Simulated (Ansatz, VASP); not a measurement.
Two plane-wave programs on Ga2Te2O

```
Ga Te O
1.0
     5.78885   -3.63327    0.00000
     5.78885    3.63327    0.00000
     0.00000    0.00000    6.89432
Ga Te O
4 4 2
Direct
  0.30735 0.97436 0.23144
  0.02564 0.69265 0.23144
  0.97436 0.30735 0.73144
  0.69265 0.02564 0.73144
  0.96825 0.34815 0.33957
  0.65185 0.03175 0.33957
  0.03175 0.65185 0.83957
  0.34815 0.96825 0.83957
  0.25265 0.74735 0.30499
  0.74735 0.25265 0.80499
```

Alike in both runs: functional PBE; k mesh 2 × 2 × 2; occupations gaussian, width 0.15 eV; no spin polarisation.

Ansatz relaxed the structure, and its values are those at the end. VASP's run is a single point on that final structure, the one shown.

```csv
,VASP,Ansatz
version,VASP 6.6.1,Ansatz 0.2.0
potentials or method,"VASP PAW PBE potentials, release 64 (Ga_d, Te, O), cutoff 520 eV","scalar-relativistic, plane waves, PAW"
valence electrons in the cell,88,128
```

VASP gave:

| Property | Result |
| --- | --- |
| gap on the k mesh at the Fermi level (eV) | 1.54 |
| least direct gap on the mesh (eV) | 1.75 |
| pressure (GPa) | 0.1 |
| rms of the force components (eV/Å) | 0.010 |

Q: What did Ansatz give for the same quantities?

A: gap on the k mesh at the Fermi level (eV): 1.57; least direct gap on the mesh (eV): 1.77; pressure (GPa): 0.1; rms of the force components (eV/Å): 0.005.

VASP's potentials hold 88 valence electrons a cell and Ansatz's 128, so a difference there can come from the potentials and not from the codes.

The k mesh is coarse, so the values compare programs but aren't converged. Spin-orbit coupling is off throughout.
